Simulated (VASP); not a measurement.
The system is ZnCu.

```
CELL_PARAMETERS angstrom
2.94500 0.00000 0.00000
0.00000 2.94500 0.00000
0.00000 0.00000 2.94500
ATOMIC_POSITIONS crystal
Zn 0.50000 0.50000 0.50000
Cu 0.00000 0.00000 0.00000
```

Base run:

- Program: VASP 6.6.1
- Functional: PBE
- Potentials or basis: VASP PAW PBE potentials, release 64 (Zn, Cu)
- Cutoff: 520 eV
- k mesh: 10 × 10 × 10
- Occupations: fermi-dirac, width 0.05 eV
- Spin: collinear spin
- Starting moments: [0.0, 0.3] μB
- Fixed moment: 0.3 μB

Its results: pressure 3.1 GPa; site moments Zn +0.08; Cu +0.12 μB.

Question: The run is repeated on the same cell with these changes: fixed moment from 0.3 μB to 0.15 μB; moments at the start from [0.0, 0.3] to [0.0, 0.15]. What comes out?

Answer: Pressure 2.7 GPa; site moments Zn +0.04; Cu +0.06 μB.

Caveats: the total moment is fixed, so each spin has its own Fermi level and the state may be an excited one; the cell stands under pressure (at least some runs).
